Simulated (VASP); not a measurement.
# Cu (Fmmm) in VASP: single point with PBEsol

Aim: the single point of Cu with PBEsol.

Everything below comes from runs of VASP 6.6.1. Logs are shortened: lines on timing, memory, paths and dates and some standing lists are left out, and cuts for length are marked.

## 1. The cell of the first run

Symmetry: Fmmm, No. 69, orthorhombic system. The conventional cell has a = 2.516 Å, b = 4.205 Å, c = 8.994 Å, α = 90.00°, β = 90.00°, γ = 90.00°. Cu (site symmetry mm2) has 11 Cu at 2.38 to 2.98 Å within 3.1 Å.

## 2. Single point, PBEsol

File INCAR:

```
PREC = Accurate ; ENCUT = 520
EDIFF = 1E-7 ; ISMEAR = 0
SIGMA = 0.1 ; LREAL = F
LASPH = T ; NELM = 80
ALGO = Fast ; ISIF = 2
LWAVE = F ; LCHARG = T
GGA = PS ; LELF = T
LVHAR = T ; NBANDS = 18
```

File KPOINTS:

```
regular mesh
0
Gamma
  26 26 26
```

File POSCAR:

```
Cu
1.0
    0.0000000000      2.1023512140      4.4969627067
    1.2578590228      0.0000000000      4.4969627067
    1.2578590228      2.1023512140      0.0000000000
Cu
2
Direct
    0.1323182800      0.1323182800      0.8676817200
    0.8676817200      0.8676817200      0.1323182800
```

Potentials or basis: VASP PAW PBE potentials, release 64 (Cu).

Run with:

```bash
$ cat potpaw_PBE.64/Cu/POTCAR > POTCAR
$ mpirun -np 1 vasp_std > vasp.out
```

OUTCAR:

```text
PREC = Accurate
   ENCUT = 520
   EDIFF = 1E-7
   ISMEAR = 0
   LREAL = F
   LASPH = T
   NELM = 80
   ISIF = 2
   GGA = PS

 ion  position               nearest neighbor table
   1  0.132  0.132  0.868-   2 2.38   2 2.46   2 2.46
   2  0.868  0.868  0.132-   1 2.38   1 2.46   1 2.46

  LATTYP: Found a face centered orthorhombic cell.
 ALAT       =     2.5157180456
 B/A-ratio  =     1.6713726864
 C/A-ratio  =     3.5750927768

  Lattice vectors:

 A1 = (   0.0000000000,   2.1023512140,   4.4969627067)
 A2 = (   1.2578590228,   0.0000000000,   4.4969627067)
 A3 = (   1.2578590228,   2.1023512140,   0.0000000000)

Analysis of symmetry for initial positions (statically):
=====================================================================
 Subroutine PRICEL returns:
 Original cell was already a primitive cell.

 Routine SETGRP: Setting up the symmetry group for a
 face centered orthorhombic supercell.

 Subroutine GETGRP returns: Found  8 space group operations
 (whereof  8 operations were pure point group operations)
 out of a pool of  8 trial point group operations.

The static configuration has the point symmetry D_2h.

Analysis of symmetry for dynamics (positions and initial velocities):
=====================================================================
 Subroutine PRICEL returns:
 Original cell was already a primitive cell.

 Routine SETGRP: Setting up the symmetry group for a
 face centered orthorhombic supercell.

 Subroutine GETGRP returns: Found  8 space group operations
 (whereof  8 operations were pure point group operations)
 out of a pool of  8 trial point group operations.

The dynamic configuration has the point symmetry D_2h.

 Subroutine INISYM returns: Found  8 space group operations
 (whereof  8 operations are pure point group operations),
 and found     1 'primitive' translations

----------------------------------------------------------------------------------------

                                     Primitive cell

  volume of cell :      23.7841

  direct lattice vectors                    reciprocal lattice vectors
     0.000000000  2.102351214  4.496962707    -0.397500826  0.237828959  0.111186157
     1.257859023  0.000000000  4.496962707     0.397500826 -0.237828959  0.111186157
     1.257859023  2.102351214  0.000000000     0.397500826  0.237828959 -0.111186157

  length of vectors
     4.964126732  4.669569885  2.449916315     0.476373678  0.476373678  0.476373678

  position of ions in fractional coordinates (direct lattice)
     0.132318280  0.132318280  0.867681720
     0.867681720  0.867681720  0.132318280

  ion indices of the primitive-cell ions
   primitive index   ion index
                 1           1
                 2           2

----------------------------------------------------------------------------------------

 KPOINTS: regular mesh

Automatic generation of k-mesh.
 Grid dimensions read from file:
 generate k-points for:   26   26   26

 Generating k-lattice:

  Cartesian coordinates                     Fractional coordinates (reciprocal lattice)
    -0.015288493  0.009147268  0.004276391     0.038461538  0.000000000  0.000000000
     0.015288493 -0.009147268  0.004276391     0.000000000  0.038461538  0.000000000
     0.015288493  0.009147268 -0.004276391     0.000000000  0.000000000  0.038461538

  Length of vectors
     0.018322065  0.018322065  0.018322065

  Shift w.r.t. Gamma in fractional coordinates (k-lattice)
     0.000000000  0.000000000  0.000000000

 Subroutine IBZKPT returns following result:
 ===========================================

 Found   2471 irreducible k-points:

 Following reciprocal coordinates:
            Coordinates               Weight
  0.000000  0.000000  0.000000      1.000000
  0.038462  0.000000  0.000000      8.000000
  0.076923  0.000000  0.000000      8.000000
  0.115385  0.000000  0.000000      8.000000
  0.153846  0.000000 -0.000000      8.000000
  0.192308  0.000000 -0.000000      8.000000
[... 16 lines left out ...]
  0.346154  0.038462 -0.000000      8.000000
  0.384615  0.038462 -0.000000      8.000000
 [... further k-points ...]
   k-points           NKPTS =   2471   k-points in BZ     NKDIM =   2471   number of bands    NBANDS=     18
   number of dos      NEDOS =    301   number of ions     NIONS =      2
   total plane-waves  NPLWV =  25920
   dimension x,y,z NGX =    40 NGY =   36 NGZ =   18
   dimension x,y,z NGXF=    80 NGYF=   72 NGZF=   36
   ions per type =               2
   NGX,Y,Z   is equivalent  to a cutoff of  13.40, 12.82, 12.21 a.u.
   NGXF,Y,Z  is equivalent  to a cutoff of  26.79, 25.63, 24.43 a.u.
 SYSTEM =  unknown system
   PREC   = accura    normal or accurate (medium, high low for compatibility)
   ISTART =      0    job   : 0-new  1-cont  2-samecut
   ICHARG =      2    charge: 1-file 2-atom 10-const
   ISPIN  =      1    spin polarized calculation?
   LNONCOLLINEAR =      F non collinear calculations
   LSORBIT =      F    spin-orbit coupling
   LASPH  =      T    aspherical Exc in radial PAW
   ENCUT  =  520.0 eV  38.22 Ry    6.18 a.u.   9.23  8.68  4.56*2*pi/ulx,y,z
   NELM   =     80;   NELMIN=  2; NELMDL= -5     # of ELM steps
   EDIFF  = 0.1E-06   stopping-criterion for ELM
   LREAL  =      F    real-space projection
   EDIFFG = 0.1E-05   stopping-criterion for IOM
   NSW    =      0    number of steps for IOM
   IBRION =     -1    ionic relax: 0-MD 1-quasi-New 2-CG
   NFREE  =      0    steps in history (QN), initial steepest desc. (CG)
   ISIF   =      2    stress and relaxation
   ISYM   =      2    0-nonsym 1-usesym 2-fastsym
   POTIM  = 0.5000    time-step for ionic-motion
   TEBEG  =    0.0;   TEEND  =   0.0 temperature during run
   PSTRESS=    0.0 pullay stress
   NELECT =      22.0000    total number of electrons
   NUPDOWN=      -1.0000    fix difference up-down
   EMIN   =  10.00;   EMAX   =-10.00  energy-range for DOS
   EFERMI =   0.00;   METHOD = LEGACY
   ISMEAR =     0;   SIGMA  =   0.10  broadening in eV -4-tet -1-fermi 0-gaus
   EFERMI_NEDOS =   21; number of points for ismear=-14 and -15
   IALGO  =     68    algorithm
   IMIX   =      4    mixing-type and parameters
     AMIX     =   0.40;   BMIX     =  1.00
     AMIX_MAG =   1.60;   BMIX_MAG =  1.00
  volume/ion in A,a.u.               =      11.89        80.25
  Fermi-wavevector in a.u.,A,eV,Ry     =   1.595096  3.014295 34.617738  2.544332
  Thomas-Fermi vector in A             =   2.693068
   LORBIT       =      0    0 simple, 1 ext, 2 COOP (PROOUT), +10 PAW based schemes
   GGA     = PS    functional components
   LHFCALC =     F    Hartree Fock is set to
   AEXX    =    0.0000 exact exchange contribution
   IVDW    =     0    specifies the selected vdW correction
   LEPSILON=     F    determine dielectric tensor
   LRPA    =     F    only Hartree local field effects (RPA)
 non-spin polarized calculation
 RMM-DIIS sequential band-by-band and
 Gauss-broadening in eV      SIGMA  =   0.10
  energy-cutoff  :      520.00
  volume of cell :       23.78
 maximum number of plane-waves:       659
 NGX is ok and might be reduce to    40
   NGX = 19   NGY = 17   NGZ =  9

 number of electron      22.0000010 magnetization

 Free energy of the ion-electron system (eV)
  ---------------------------------------------------
  ext. energy  EPLUGINS =         0.00000000
  ---------------------------------------------------
  free energy    TOTEN  =        -8.25841430 eV

  energy without entropy =       -8.25514406  energy(sigma->0) =       -8.25677918

 E-fermi :   7.2837     XC(G=0): -12.8351

 val. band max:        7.2805038634   @ k =  -0.2692   0.2692   0.0769
 cond. band min:       7.2838024295   @ k =   0.1538   0.3462   0.0769
 fundamental gap:      0.0032985662
 Fermi energy:         7.2836990481

 k-point     1 :       0.0000    0.0000    0.0000
  band No.  band energies     occupation
      1      -2.0296      2.00000
      2       2.1060      2.00000
      3       3.3996      2.00000
      4       4.1924      2.00000
      5       4.3118      2.00000
      6       4.4730      2.00000
[... 10 lines left out ...]
     17      31.3243      0.00000
     18      32.5364      0.00000

 k-point     2 :       0.0385    0.0000    0.0000
  band No.  band energies     occupation
      1      -1.9762      2.00000
      2       2.1405      2.00000
      3       3.4100      2.00000
      4       4.1868      2.00000
      5       4.3066      2.00000
      6       4.4825      2.00000
[... 10 lines left out ...]
     17      31.1660      0.00000
     18      31.8066      0.00000

 k-point     3 :       0.0769    0.0000    0.0000
  band No.  band energies     occupation
      1      -1.8165      2.00000
      2       2.2415      2.00000
      3       3.4394      2.00000
      4       4.1651      2.00000
      5       4.2840      2.00000
      6       4.4995      2.00000
[... 10 lines left out ...]
     17      30.4962      0.00000
     18      30.9767      0.00000

 k-point     4 :       0.1154    0.0000    0.0000
  band No.  band energies     occupation
      1      -1.5533      2.00000
      2       2.4012      2.00000
      3       3.4821      2.00000
      4       4.1191      2.00000
      5       4.1931      2.00000
      6       4.2923      2.00000
[... 375 lines left out ...]
      4       3.5463      2.00000
      5       3.9168      2.00000
      6       4.5289      2.00000
[... 10 lines left out ...]
     17      26.7482      0.00000
     18      27.7553      0.00000

 k-point    23 :       0.3462    0.0385   -0.0000
  band No.  band energies     occupation
      1       1.0401      2.00000
      2       2.8735      2.00000
      3       3.3394      2.00000
      4       3.4833      2.00000
      5       4.0190      2.00000
      6       4.6839      2.00000
[... 10 lines left out ...]
     17      26.8097      0.00000
     18      27.2656      0.00000

 k-point    24 :       0.3846    0.0385   -0.0000
  band No.  band energies     occupation
      1       1.5731      2.00000
      2       2.8002      2.00000
      3       3.2816      2.00000
      4       3.4237      2.00000
      5       4.2093      2.00000
      6       4.7387      2.00000
[... 10 lines left out ...]
     17      26.2136      0.00000
     18      26.6556      0.00000

 [... further k-points ...]

------------------------ aborting loop because EDIFF is reached ----------------------------------------

  FORCE on cell =-STRESS in cart. coord.  units (eV):
  Direction    XX          YY          ZZ          XY          YZ          ZX
  --------------------------------------------------------------------------------------
  -------------------------------------------------------------------------------------
  Total        0.1404303      0.1303818      0.1042072      0.0000000      0.0000000      0.0000000
  in kB        9.4598669      8.7829618      7.0197519      0.0000000      0.0000000      0.0000000
  external PRESSURE =       8.4208602 kB  Pullay stress =       0.0000000 kB

 VOLUME and BASIS-vectors are now :
 -----------------------------------------------------------------------------
  energy-cutoff  :      520.00
  volume of cell :       23.78
      direct lattice vectors                 reciprocal lattice vectors
     0.000000000  2.102351214  4.496962707    -0.397500826  0.237828959  0.111186157
     1.257859023  0.000000000  4.496962707     0.397500826 -0.237828959  0.111186157
     1.257859023  2.102351214  0.000000000     0.397500826  0.237828959 -0.111186157

 POSITION                                       TOTAL-FORCE (eV/Angst)
 -----------------------------------------------------------------------------------
      1.25786      2.10235      1.19006         0.000000      0.000000     -0.003372
      1.25786      2.10235      7.80386         0.000000      0.000000      0.003372
 -----------------------------------------------------------------------------------
    total drift:                               -0.000000     -0.000000      0.000000

  FREE ENERGIE OF THE ION-ELECTRON SYSTEM (eV)
  ---------------------------------------------------
  free  energy   TOTEN  =        -8.2584142998 eV

  energy  without entropy=       -8.2551440557  energy(sigma->0) =       -8.25677918
```

Wall time 14 min (1 thread of Intel Xeon 6975P-C (Granite Rapids), shared host); peak memory 0.91 GiB.

What came out:

```yaml
Free_energy: -8.2584 eV
Pressure: 0.8 GPa
Largest_force: 0.003 eV/Å
Band_gap_on_the_k_mesh: zero (bands 11 and 12 overlap by 6.09 eV)
```

Forces in eV/Å, atoms in the order of the input:
```
Cu   0.000  0.000 -0.003
Cu   0.000  0.000  0.003
```

Stress tensor (GPa, compression positive):
```
0.95 0.00 0.00
0.00 0.88 0.00
0.00 0.00 0.70
```

Levels at points of the mesh, in eV from the Fermi level:
```tsv
k point	band 8	band 9	band 10	band 11	band 12	band 13	band 14	band 15
(0.00, 0.00, 0.00)	-2.20	-2.18	-1.85	-1.77	-1.66	2.45	20.07	23.41
(0.50, 0.00, 0.00)	-1.92	-1.45	-1.43	0.12	2.02	3.83	7.42	11.23
(0.50, 0.50, 0.00)	-2.64	-2.55	-2.02	-1.83	-1.46	9.08	10.54	21.86
(0.50, 0.00, 0.50)	-1.41	-1.37	-1.25	-1.05	3.69	5.67	6.17	11.77
(0.00, 0.50, 0.50)	-1.64	-1.44	-1.34	1.73	2.50	4.25	4.29	13.89
```

Caveat: the PAW data sets were made with another functional, which shifts forces and pressure a little.
